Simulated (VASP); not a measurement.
A run of VASP 6.6.1 is set up as follows.

File INCAR:

```
PREC = Accurate
ENCUT = 520
EDIFF = 1E-7
ISMEAR = 0
SIGMA = 0.05
LREAL = False
LASPH = True
NELM = 60
ALGO = Normal
ISIF = 2
LWAVE = False
LCHARG = False
GGA = PE
NBANDS = 16
```

The input KPOINTS:

```
regular mesh
0
Gamma
  10 10 10
```

File POSCAR:

```
Si
1.0
   -3.3457641741      3.3457641741      1.9305129928
    3.3457641741     -3.3457641741      1.9305129928
    3.3457641741      3.3457641741     -1.9305129928
Si
4
Direct
    0.2252296160      0.2252296160      0.3572197663
    0.8213901169      0.8213901169      0.6427802337
    0.1786098831      0.8213901169      0.0000000000
    0.8213901169      0.1786098831      0.0000000000
```

Potentials or basis: VASP PAW PBE potentials, release 64 (Si).

Command:

```bash
$ cat potpaw_PBE.64/Si/POTCAR > POTCAR
$ mpirun -np 1 vasp_std > vasp.out
```

Question: What does it give for the pressure?

Answer: 0.5 GPa.

Question: What does it give for the largest force?

Answer: 2.337 eV/Å.

Question: Estimate the band gap on the k mesh.

Answer: 0.09 eV (least direct gap 0.22 eV).

Forces on the atoms (eV/Å):
```
Si  -0.373 -0.373 -2.277
Si   0.343  0.343  2.075
Si   0.041 -0.010  0.101
Si  -0.010  0.041  0.101
```

Caveat: the cell differs from its parent crystal (atom 1 (Si) moved +0.180 Å along Cartesian [0 0 1]); forces of over 1 eV/Å act on the atoms, so gaps and moduli don't describe the material at rest. A k mesh can miss the band edges.
